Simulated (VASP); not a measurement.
**Cu: single point with LDA**

The system is Cu.

```
Cu
1.0
    -1.44279    1.44279    1.37608
     1.44279   -1.44279    1.37608
     1.44279    1.44279   -1.37608
Cu
1
Direct
  0.00000 0.00000 0.00000
```

```json
{
 "Program": "VASP 6.6.1",
 "Task": "single point",
 "Functional": "LDA",
 "Potentials or basis": "VASP PAW LDA potentials, release 64 (Cu)",
 "Cutoff": "600 eV",
 "k mesh": "14 × 14 × 14",
 "Occupations": "fermi-dirac, width 0.05 eV",
 "Spin": "no spin polarisation"
}
```

```
Pressure               : -6.9 GPa
Band gap on the k mesh : zero (an odd number of electrons rules out a gap without spin polarisation)
```

Stress tensor (GPa, compression positive):
```
-6.70  0.00  0.00
 0.00 -6.70  0.00
 0.00  0.00 -7.41
```

Levels at points of the mesh, in eV from the Fermi level:
| k point | band 3 | band 4 | band 5 | band 6 | band 7 | band 8 | band 9 | band 10 |
| --- | --- | --- | --- | --- | --- | --- | --- | --- |
| (0.00, 0.00, 0.00) | -3.19 | -3.19 | -2.30 | -2.09 | 24.93 | 24.93 | 26.18 | 28.71 |
| (0.50, 0.00, 0.00) | -2.21 | -1.99 | -1.42 | -0.52 | 4.66 | 17.33 | 17.35 | 21.40 |
| (0.50, 0.50, 0.00) | -2.38 | -2.12 | -1.45 | -0.89 | 4.13 | 18.62 | 18.74 | 22.55 |
| (0.50, 0.50, 0.50) | -1.62 | -1.62 | -1.57 | 7.67 | 7.67 | 9.51 | 13.46 | 14.05 |

Wall time 24 s on 1 thread of Intel Xeon 8259CL, on a shared host, peak memory 0.15 GiB.

Caveat: the cell stands under tension.
